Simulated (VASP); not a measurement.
Runs of VASP 6.6.1 on Ba. The structure is that of space group P6_3/mmc (No. 194), or close to it. The cells are those of the table. 

```tsv
cell	gap on the mesh (eV)	pressure (GPa)
a = 4.507, b = 4.507, c = 7.375 Å, angles 90.0, 90.0, 120.0°, 2 atoms	none	(a)
a = 4.340, b = 4.340, c = 7.101 Å, angles 90.0, 90.0, 120.0°, 2 atoms	none	0.1
a = 4.398, b = 4.398, c = 7.195 Å, angles 90.0, 90.0, 120.0°, 2 atoms	none	-0.2
a = 4.221, b = 4.221, c = 6.907 Å, angles 90.0, 90.0, 120.0°, 2 atoms	none	0.9
a = 4.453, b = 4.453, c = 7.286 Å, angles 90.0, 90.0, 120.0°, 2 atoms	none	(b)
```

Alike in all rows: task single point; level PBEsol; potentials or basis VASP PAW PBE potentials, release 64 (Ba_sv); no spin polarisation; k mesh 10 × 10 × 5; cutoff (eV) 520; smearing fermi-dirac 0.1 eV.

Task: Fill in the values left out.

Result: (a) -0.7; (b) -0.5.

Caveats: the PAW data sets were made with another functional, which shifts forces and pressure a little; spin-orbit coupling is left out, which moves the levels of the heavy elements.

A k mesh can miss the band edges, and the runs leave out spin-orbit coupling on Ba.

A gap of «none» marks levels without a gap at the run's occupations.
